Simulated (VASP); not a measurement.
# Li: single point with PBEsol+D3(BJ)

The system is Li.

```
Li
1.0
     0.00000   -2.09548   -2.09548
     0.00000    2.09548   -2.09548
     4.19096    0.00000    0.00000
Li
2
Direct
  0.60141 0.50000 0.50000
  0.89859 0.00000 0.00000
```

This cell differs from its parent crystal: mode 4 frozen in at -0.212 Å and mode 5 at -0.212 Å (largest displacements).

```
Program                : VASP 6.6.1
Task                   : single point
Functional             : PBEsol
Dispersion             : D3(BJ)
Potentials or basis    : VASP PAW PBE potentials, release 64 (Li_sv)
Cutoff                 : 520 eV
k mesh                 : 16 × 16 × 10
Occupations            : gaussian, width 0.15 eV
Spin                   : no spin polarisation
Dipole correction      : no
Further INCAR settings : ALGO = Fast; EDIFF = 1e-06; NBANDS = 10
```

```json
{
  "Largest force": "0.364 eV/Å",
  "Band gap on the k mesh": "zero (band 3 reaches 4.01 eV, above the bottom of band 4 at -1.21 eV)",
  "Dispersion energy per atom": "-0.165 eV"
}
```

Forces on the atoms (eV/Å):
```
Li   0.000  0.258  0.258
Li   0.000 -0.258 -0.258
```

Levels at points of the mesh, in eV from the Fermi level:
| k point | band 1 | band 2 | band 3 | band 4 | band 5 | band 6 | band 7 | band 8 |
| --- | --- | --- | --- | --- | --- | --- | --- | --- |
| (0.00, 0.00, 0.00) | -45.90 | -45.85 | -3.68 | 1.48 | 5.09 | 8.87 | 9.78 | 10.40 |
| (0.50, 0.00, 0.00) | -45.88 | -45.84 | -1.09 | 0.15 | 4.66 | 6.96 | 7.58 | 9.51 |
| (0.00, 0.50, 0.00) | -45.86 | -45.86 | -0.60 | -0.60 | 5.68 | 5.68 | 8.78 | 8.78 |
| (0.50, 0.50, 0.00) | -45.85 | -45.85 | 1.78 | 1.78 | 4.43 | 4.43 | 8.61 | 8.61 |
| (0.00, 0.00, 0.50) | -45.87 | -45.87 | -2.13 | -2.13 | 10.73 | 10.73 | 10.89 | 10.89 |
| (0.50, 0.00, 0.50) | -45.86 | -45.86 | 0.11 | 0.11 | 2.86 | 2.86 | 13.27 | 13.27 |
| (0.00, 0.50, 0.50) | -45.86 | -45.86 | -0.15 | -0.15 | 3.29 | 3.29 | 13.48 | 13.48 |
| (0.50, 0.50, 0.50) | -45.85 | -45.85 | 3.08 | 3.08 | 3.81 | 3.81 | 5.27 | 5.27 |

Wall time 74 s on 1 thread of Intel(R) Xeon(R) Platinum 8488C (Sapphire Rapids), with other jobs on the host, peak memory 0.25 GiB.

Caveat: the cell differs from its parent crystal (mode 4 frozen in at -0.212 Å and mode 5 at -0.212 Å (largest displacements)); the PAW data sets were made with another functional, which shifts forces and pressure a little.
